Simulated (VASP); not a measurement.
A run of VASP 6.6.1 is set up as follows.

Contents of INCAR:

```
PREC = Accurate
ENCUT = 520
EDIFF = 1E-6
ISMEAR = 0
SIGMA = 0.05
LREAL = F
LASPH = T
NELM = 60
ALGO = Normal
ISIF = 2
LWAVE = F
LCHARG = F
NBANDS = 6
```

Contents of KPOINTS:

```
regular mesh
0
Gamma
  10 10 26
```

The input POSCAR:

```
H
1.0
    2.5171568020      0.0000000000      0.0000000000
    0.0000000000      2.5171568020      0.0000000000
    0.0000000000      0.0000000000      0.9314682740
H
1
Direct
    0.0000000000      0.0000000000      0.5000000000
```

Potentials or basis: VASP PAW LDA potentials, release 64 (H).

Command:

```sh
$ cat potpaw_LDA.64/H/POTCAR > POTCAR
$ mpirun -np 1 vasp_std > vasp.out
```

(1) Predict the pressure.

## Answers

(1) 8.9 GPa.

Caveat: the cell differs from its parent crystal (strain -0.050 along x and y, -0.050 along z).
